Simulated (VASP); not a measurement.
A run of VASP 6.6.1 is set up as follows.

INCAR

```
SYSTEM = Zn2Cd3Se5
PREC     = Accurate       ! precision mode
ENCUT    = 520            ! plane-wave cutoff, eV
EDIFF    = 1E-6           ! SCF threshold, eV
ISMEAR   = 0              ! smearing method
SIGMA    = 0.1            ! smearing width, eV
LREAL    = .FALSE.        ! projectors in reciprocal space
LASPH    = .TRUE.         ! aspherical terms in the spheres
NELM     = 60             ! most SCF steps
ALGO     = Normal         ! electronic algorithm
ISIF     = 2              ! what is computed and relaxed
LWAVE    = .FALSE.        ! write WAVECAR
LCHARG   = .FALSE.        ! write CHGCAR
GGA      = PE             ! functional
NBANDS   = 56             ! bands
```

The input KPOINTS:

```
regular mesh
0
G
  4 4 4
  0 0 0
```

Contents of POSCAR:

```
Zn2Cd3Se5
1.0
    0.0000223471     -4.2480944438      0.0028558336
    4.2477021758     -0.0001586937      0.0081450784
   -2.0931016646      2.1160249283     15.0722666596
Zn Cd Se
2 3 5
Direct
    0.9013696101      0.9011417247      0.8034227955
    0.0980338901      0.0989535523      0.1965603328
    0.5000449489      0.5012345131     -0.0000406370
    0.6966570015      0.6969601043      0.3932642421
    0.3030477142      0.3043887161      0.6066773676
    0.5539212118      0.0536005563      0.1074227615
    0.1429243092      0.6425897875      0.2857578590
    0.7500255770      0.2494443208      0.5000710773
    0.3573060151      0.8567882417      0.7142464951
    0.9466697220      0.4448984832      0.8926177062
```

Potentials or basis: VASP PAW PBE potentials, release 64 (Zn, Cd, Se).

Command:

```bash
$ cat potpaw_PBE.64/Zn/POTCAR potpaw_PBE.64/Cd/POTCAR potpaw_PBE.64/Se/POTCAR > POTCAR
$ mpirun -np 1 vasp_std > vasp.out
```

Problem. Estimate the pressure.

Solution. 0.2 GPa.

Problem. What does it give for the largest force?

Solution. 0.025 eV/Å.

Stress tensor (GPa, compression positive):
```
 0.17  0.00 -0.10
 0.00  0.19  0.03
-0.10  0.03  0.14
```
